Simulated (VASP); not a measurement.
Crystal: BP.

```
CELL_PARAMETERS angstrom
0.00000 2.26900 2.26900
2.26900 0.00000 2.26900
2.26900 2.26900 0.00000
ATOMIC_POSITIONS crystal
B 0.00000 0.00000 0.00000
P 0.75000 0.75000 0.75000
```

- Program: VASP 6.6.1
- Task: relaxation of cell and atoms
- Functional: PBE
- Dispersion: D3(BJ)
- Potentials or basis: VASP PAW PBE potentials, release 64 (B, P)
- Cutoff: 600 eV
- k mesh: 10 × 10 × 10
- Occupations: gaussian, width 0.02 eV
- Spin: no spin polarisation

At the start: pressure -3.6 GPa; volume 11.68 Å³/atom.

Question: How do energy, volume and symmetry change on relaxing?

Answer: Over 3 steps the energy falls by 2.8 meV/atom and the volume is 11.43 Å³/atom (-2.1 %); space group F-43m (No. 216, to 0.05 Å).

Step by step:
| step | energy change (eV) | largest force (eV/Å) | pressure (GPa) | volume (Å³) |
| --- | --- | --- | --- | --- |
| 1 | 0.0000 | 0.0000 | -3.55 | 23.36 |
| 2 | -0.0025 | 0.0000 | 2.82 | 22.50 |
| 3 | -0.0057 | 0.0000 | 0.00 | 22.86 |

Final structure:
```yaml
crystal:
  lattice:
    - [0.00000, 2.25265, 2.25265]
    - [2.25265, 0.00000, 2.25265]
    - [2.25265, 2.25265, 0.00000]
  atoms:
    - { symbol: B, position: [0.00000, 0.00000, 0.00000] }
    - { symbol: P, position: [0.75000, 0.75000, 0.75000] }
```
